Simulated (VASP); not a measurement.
# FeSi (P2_13) in VASP: single point with r2SCAN

Aim: the single point of FeSi with r2SCAN.

Everything below comes from runs of VASP 6.6.1. Logs are shortened: lines on timing, memory, paths and dates and some standing lists are left out, and cuts for length are marked.

## (1) The cell of the first run

Symmetry: P2_13, No. 198, cubic system. Conventional cell: a = 4.431 Å, b = 4.431 Å, c = 4.431 Å, α = 90.00°, β = 90.00°, γ = 90.00°. Fe (site symmetry 3) has 7 Si at 2.26 to 2.46 Å and 6 Fe at 2.72 Å within 3.0 Å. Within 3.0 Å of Si (site symmetry 3) lie 7 Fe at 2.26 to 2.46 Å and 6 Si at 2.74 Å.

## (2) Single point, r2SCAN, collinear spin, ferromagnetic start

POSCAR reads:

```
FeSi
1.0
    0.0000000000      4.4313248608      4.4313248608
    4.4313248608      0.0000000000      4.4313248608
    4.4313248608      4.4313248608      0.0000000000
Fe Si
8 8
Direct
    0.0696174206      0.0696174206      0.0696174206
    0.5696174206      0.0696174206      0.2911477382
    0.2911477382      0.5696174206      0.0696174206
    0.0696174206      0.2911477382      0.5696174206
    0.5696174206      0.5696174206      0.5696174206
    1.0696174206      0.5696174206      0.7911477382
    0.7911477382      1.0696174206      0.5696174206
    0.5696174206      0.7911477382      1.0696174206
    0.4224958325      0.4224958325      0.4224958325
   -0.0775041675      0.4224958325      0.2325125024
    0.2325125024     -0.0775041675      0.4224958325
    0.4224958325      0.2325125024     -0.0775041675
    0.9224958325      0.9224958325      0.9224958325
    0.4224958325      0.9224958325      0.7325125024
    0.7325125024      0.4224958325      0.9224958325
    0.9224958325      0.7325125024      0.4224958325
```

INCAR.step1 reads:

```
SYSTEM = FeSi
ALGO = Normal
EDIFF = 1E-4
ENCUT = 520
GGA = PE
ISMEAR = 0
ISPIN = 2
LASPH = .TRUE.
LCHARG = .FALSE.
LMAXMIX = 4
LREAL = Auto
LWAVE = .TRUE.
MAGMOM = 2.5 2.5 2.5 2.5 2.5 2.5 2.5 2.5 0 0 0 0 0 0 0 0
NBANDS = 66
NELM = 150
PREC = Accurate
SIGMA = 0.05
```

INCAR.step2 reads:

```
SYSTEM = FeSi
ALGO = Normal
EDIFF = 1E-6
ENCUT = 520
ISIF = 2
ISMEAR = 0
ISPIN = 2
ISTART = 1
LASPH = .TRUE.
LCHARG = .FALSE.
LMAXMIX = 4
LMIXTAU = .TRUE.
LORBIT = 11
LREAL = Auto
LWAVE = .FALSE.
MAGMOM = 2.5 2.5 2.5 2.5 2.5 2.5 2.5 2.5 0 0 0 0 0 0 0 0
METAGGA = R2SCAN
NBANDS = 66
NELM = 150
PREC = Accurate
SIGMA = 0.05
```

KPOINTS reads:

```
k-points
0
G
  6 6 6
  0 0 0
```

Potentials or basis: VASP PAW PBE potentials, release 64 (Fe, Si).

On the command line:

```sh
cat potpaw_PBE.64/Fe/POTCAR potpaw_PBE.64/Si/POTCAR > POTCAR
cp INCAR.step1 INCAR
mpirun -np 1 vasp_std > vasp.out
cp INCAR.step2 INCAR
mpirun -np 1 vasp_std > vasp.out
```

OUTCAR:

```text
SYSTEM = FeSi
   EDIFF = 1E-6
   ENCUT = 520
   ISIF = 2
   ISMEAR = 0
   ISPIN = 2
   ISTART = 1
   LASPH = .TRUE.
   LORBIT = 11
   LREAL = Auto
   METAGGA = R2SCAN
   NELM = 150
   PREC = Accurate

 ion  position               nearest neighbor table
   1  0.070  0.070  0.070-  13 2.26  14 2.33  15 2.33  16 2.33  10 2.46  11 2.46  12 2.46   7 2.72
                             8 2.72   6 2.72   4 2.72   3 2.72   2 2.72
   2  0.570  0.070  0.291-  14 2.26   9 2.33  16 2.33  11 2.33  15 2.46  13 2.46  12 2.46   8 2.72
                             1 2.72   3 2.72   7 2.72   5 2.72   4 2.72
   3  0.291  0.570  0.070-  15 2.26   9 2.33  14 2.33  12 2.33  16 2.46  13 2.46  10 2.46   8 2.72
                             1 2.72   4 2.72   6 2.72   5 2.72   2 2.72
   4  0.070  0.291  0.570-  16 2.26   9 2.33  15 2.33  10 2.33  14 2.46  13 2.46  11 2.46   7 2.72
                             1 2.72   2 2.72   6 2.72   3 2.72   5 2.72
   5  0.570  0.570  0.570-   9 2.26  10 2.33  11 2.33  12 2.33  14 2.46  15 2.46  16 2.46   3 2.72
                             4 2.72   2 2.72   8 2.72   7 2.72   6 2.72
   6  0.070  0.570  0.791-  10 2.26  13 2.33  12 2.33  15 2.33  11 2.46   9 2.46  16 2.46   7 2.72
                             3 2.72   4 2.72   5 2.72   1 2.72   8 2.72
   7  0.791  0.070  0.570-  11 2.26  13 2.33  10 2.33  16 2.33  12 2.46   9 2.46  14 2.46   8 2.72
                             2 2.72   4 2.72   5 2.72   1 2.72   6 2.72
   8  0.570  0.791  0.070-  12 2.26  13 2.33  11 2.33  14 2.33  10 2.46   9 2.46  15 2.46   6 2.72
                             2 2.72   3 2.72   5 2.72   7 2.72   1 2.72
   9  0.422  0.422  0.422-   5 2.26   3 2.33   4 2.33   2 2.33   6 2.46   7 2.46   8 2.46  10 2.74
                            11 2.74  12 2.74  15 2.74  14 2.74  16 2.74
  10  0.922  0.422  0.233-   6 2.26   7 2.33   5 2.33   4 2.33   1 2.46   8 2.46   3 2.46  12 2.74
                            13 2.74  15 2.74  16 2.74  11 2.74   9 2.74
  11  0.233  0.922  0.422-   7 2.26   8 2.33   5 2.33   2 2.33   1 2.46   6 2.46   4 2.46  10 2.74
                            13 2.74  14 2.74  16 2.74  12 2.74   9 2.74
  12  0.422  0.233  0.922-   8 2.26   6 2.33   5 2.33   3 2.33   1 2.46   7 2.46   2 2.46  11 2.74
                            13 2.74  14 2.74  15 2.74   9 2.74  10 2.74
  13  0.922  0.922  0.922-   1 2.26   6 2.33   7 2.33   8 2.33   2 2.46   3 2.46   4 2.46  14 2.74
                            15 2.74  16 2.74  11 2.74  10 2.74  12 2.74
  14  0.422  0.922  0.733-   2 2.26   3 2.33   1 2.33   8 2.33   5 2.46   4 2.46   7 2.46   9 2.74
                            11 2.74  12 2.74  16 2.74  15 2.74  13 2.74
  15  0.733  0.422  0.922-   3 2.26   4 2.33   1 2.33   6 2.33   5 2.46   2 2.46   8 2.46   9 2.74
                            10 2.74  12 2.74  14 2.74  16 2.74  13 2.74
  16  0.922  0.733  0.422-   4 2.26   2 2.33   1 2.33   7 2.33   5 2.46   3 2.46   6 2.46   9 2.74
                            10 2.74  11 2.74  15 2.74  13 2.74  14 2.74

  LATTYP: Found a face centered cubic cell.
 ALAT       =     8.8626497216

  Lattice vectors:

 A1 = (   0.0000000000,   4.4313248608,   4.4313248608)
 A2 = (   4.4313248608,   0.0000000000,   4.4313248608)
 A3 = (   4.4313248608,   4.4313248608,   0.0000000000)

Analysis of symmetry for initial positions (statically):
=====================================================================
 Subroutine PRICEL returns following result:

  LATTYP: Found a simple cubic cell.
 ALAT       =     4.4313248608
[... 12 lines left out ...]
 Subroutine GETGRP returns: Found 12 space group operations
 (whereof  3 operations were pure point group operations)
 out of a pool of 48 trial point group operations.

The static configuration has the point symmetry C_3 .
 The point group associated with its full space group is T   .

Analysis of symmetry for dynamics (positions and initial velocities):
=====================================================================
 Subroutine PRICEL returns following result:

  LATTYP: Found a simple cubic cell.
 ALAT       =     4.4313248608
[... 12 lines left out ...]
 Subroutine GETGRP returns: Found 12 space group operations
 (whereof  3 operations were pure point group operations)
 out of a pool of 48 trial point group operations.

The dynamic configuration has the point symmetry C_3 .
 The point group associated with its full space group is T   .

Analysis of structural, dynamic, and magnetic symmetry:
=====================================================================
 Subroutine PRICEL returns following result:

  LATTYP: Found a simple cubic cell.
 ALAT       =     4.4313248608
[... 12 lines left out ...]
 Subroutine GETGRP returns: Found 12 space group operations
 (whereof  3 operations were pure point group operations)
 out of a pool of 48 trial point group operations.

The overall configuration has the point symmetry C_3 .
 The point group associated with its full space group is T   .

 Subroutine INISYM returns: Found 12 space group operations
 (whereof  3 operations are pure point group operations),
 and found     2 'primitive' translations

----------------------------------------------------------------------------------------

[... 102 lines left out ...]
   NFREE  =      0    steps in history (QN), initial steepest desc. (CG)
   ISIF   =      2    stress and relaxation
   ISYM   =      2    0-nonsym 1-usesym 2-fastsym
   POTIM  = 0.5000    time-step for ionic-motion
   TEBEG  =    0.0;   TEEND  =   0.0 temperature during run
   PSTRESS=    0.0 pullay stress
   NELECT =      96.0000    total number of electrons
   NUPDOWN=      -1.0000    fix difference up-down
   EMIN   =  10.00;   EMAX   =-10.00  energy-range for DOS
   EFERMI =   0.00;   METHOD = LEGACY
   ISMEAR =     0;   SIGMA  =   0.05  broadening in eV -4-tet -1-fermi 0-gaus
   EFERMI_NEDOS =   21; number of points for ismear=-14 and -15
   IALGO  =     38    algorithm
   IMIX   =      4    mixing-type and parameters
     AMIX     =   0.40;   BMIX     =  1.00
     AMIX_MAG =   1.60;   BMIX_MAG =  1.00
  volume/ion in A,a.u.               =      10.88        73.40
  Fermi-wavevector in a.u.,A,eV,Ry     =   1.342626  2.537195 24.526461  1.802644
  Thomas-Fermi vector in A             =   2.470765
   LORBIT       =     11    0 simple, 1 ext, 2 COOP (PROOUT), +10 PAW based schemes
   METAGGA = R2SCAN    functional components
   LHFCALC =     F    Hartree Fock is set to
   AEXX    =    0.0000 exact exchange contribution
   IVDW    =     0    specifies the selected vdW correction
   LEPSILON=     F    determine dielectric tensor
   LRPA    =     F    only Hartree local field effects (RPA)
 spin polarized calculation
 Gauss-broadening in eV      SIGMA  =   0.05
  energy-cutoff  :      520.00
  volume of cell :      174.03
 maximum number of plane-waves:      4720
 NGX is ok and might be reduce to    48
   NGX = 23   NGY = 23   NGZ = 23

 number of electron      96.0000008 magnetization      -0.0000001

 number of electron      96.0000008 magnetization       0.0000001

 Free energy of the ion-electron system (eV)
  ---------------------------------------------------
  ext. energy  EPLUGINS =         0.00000000
  ---------------------------------------------------
  free energy    TOTEN  =      -189.40800505 eV

  energy without entropy =     -189.40800286  energy(sigma->0) =     -189.40800396

 E-fermi :   9.9230     XC(G=0): -13.8770

 val. band max:        9.7900509725   @ k =   0.3333   0.3333   0.0000
 cond. band min:      10.0691927374   @ k =   0.3333   0.1667  -0.1667
 fundamental gap:      0.2791417649
 Fermi energy:         9.9230064219

 spin component 1

 k-point     1 :       0.0000    0.0000    0.0000
  band No.  band energies     occupation
      1      -4.3084      1.00000
      2       0.1092      1.00000
      3       0.1092      1.00000
      4       0.1092      1.00000
      5       0.1092      1.00000
      6       1.4142      1.00000
[... 1123 lines left out ...]
     59      12.9662      0.00000
     60      12.9662      0.00000
 Fermi energy:         9.9230064219

 spin component 2

 k-point     1 :       0.0000    0.0000    0.0000
  band No.  band energies     occupation
      1      -4.3084      1.00000
      2       0.1092      1.00000
      3       0.1092      1.00000
      4       0.1092      1.00000
      5       0.1092      1.00000
      6       1.4142      1.00000
[... 1123 lines left out ...]
     59      12.9662      0.00000
     60      12.9662      0.00000
 [bands above 60 left out]

------------------------ aborting loop because EDIFF is reached ----------------------------------------

  FORCE on cell =-STRESS in cart. coord.  units (eV):
  Direction    XX          YY          ZZ          XY          YZ          ZX
  --------------------------------------------------------------------------------------
  -------------------------------------------------------------------------------------
  Total       -5.5982427     -5.5982427     -5.5982427      0.0000000      0.0000000      0.0000000
  in kB      -51.5384725    -51.5384725    -51.5384725      0.0000000      0.0000000      0.0000000
  external PRESSURE =     -51.5384725 kB  Pullay stress =       0.0000000 kB

 VOLUME and BASIS-vectors are now :
 -----------------------------------------------------------------------------
  energy-cutoff  :      520.00
  volume of cell :      174.03
      direct lattice vectors                 reciprocal lattice vectors
     0.000000000  4.431324861  4.431324861    -0.112833073  0.112833073  0.112833073
     4.431324861  0.000000000  4.431324861     0.112833073 -0.112833073  0.112833073
     4.431324861  4.431324861  0.000000000     0.112833073  0.112833073 -0.112833073

 POSITION                                       TOTAL-FORCE (eV/Angst)
 -----------------------------------------------------------------------------------
      0.61699      0.61699      0.61699        -0.139628     -0.139628     -0.139628
      1.59867      3.81433      2.83266         0.139628      0.139628     -0.139628
      2.83266      1.59867      3.81433        -0.139628      0.139628      0.139628
      3.81433      2.83266      1.59867         0.139628     -0.139628      0.139628
      5.04832      5.04832      5.04832        -0.139628     -0.139628     -0.139628
      6.02999      3.81433      2.83266         0.139628      0.139628     -0.139628
[... 8 lines left out ...]
      5.96010      7.33388      5.11822        -0.280529      0.280529      0.280529
      5.11822      5.96010      7.33388         0.280529     -0.280529      0.280529
 -----------------------------------------------------------------------------------
    total drift:                                0.000051      0.000051      0.000051

  FREE ENERGIE OF THE ION-ELECTRON SYSTEM (eV)
  ---------------------------------------------------
  free  energy   TOTEN  =      -189.4080050536 eV

  energy  without entropy=     -189.4080028594  energy(sigma->0) =     -189.40800396

 total charge

# of ion       s       p       d       tot
------------------------------------------
    1        0.451   0.682   6.561   7.695
    2        0.451   0.682   6.561   7.695
    3        0.451   0.682   6.561   7.695
    4        0.451   0.682   6.561   7.695
    5        0.451   0.682   6.561   7.695
    6        0.451   0.682   6.561   7.695
[... 8 lines left out ...]
   15        0.720   0.912   0.000   1.632
   16        0.720   0.912   0.000   1.632
--------------------------------------------------
tot          9.371  12.753  52.490  74.614

 magnetization (x)

# of ion       s       p       d       tot
------------------------------------------
    1        0.000  -0.000   0.000   0.000
    2        0.000  -0.000   0.000   0.000
    3        0.000  -0.000   0.000   0.000
    4        0.000  -0.000   0.000   0.000
    5        0.000  -0.000   0.000   0.000
    6        0.000  -0.000   0.000   0.000
[... 8 lines left out ...]
   15       -0.000  -0.000   0.000  -0.000
   16       -0.000  -0.000   0.000  -0.000
--------------------------------------------------
tot         -0.000  -0.000   0.000   0.000
```

It took 80 min on 1 thread of AMD EPYC 9755, shared host; peak memory 0.58 GiB.

Results:

```yaml
Free_energy: -189.4080 eV
Pressure: -5.2 GPa
Largest_force: 0.486 eV/Å
Band_gap_on_the_k_mesh: 0.28 eV
Net_moment: 0.00 μB per cell
Valence_electrons_inside_the_program's_atomic_spheres: Fe 7.70; Si 1.63
```

Forces in eV/Å, atoms in the order of the input:
```
Fe  -0.140 -0.140 -0.140
Fe   0.140  0.140 -0.140
Fe  -0.140  0.140  0.140
Fe   0.140 -0.140  0.140
Fe  -0.140 -0.140 -0.140
Fe   0.140  0.140 -0.140
Fe  -0.140  0.140  0.140
Fe   0.140 -0.140  0.140
Si  -0.281 -0.281 -0.281
Si   0.281  0.281 -0.281
Si  -0.281  0.281  0.281
Si   0.281 -0.281  0.281
Si  -0.281 -0.281 -0.281
Si   0.281  0.281 -0.281
Si  -0.281  0.281  0.281
Si   0.281 -0.281  0.281
```

Caveat: the cell stands under tension; the moments typed at the start vanished in this run; the PAW data sets were made with another functional, which shifts forces and pressure a little. A k mesh can miss the band edges.
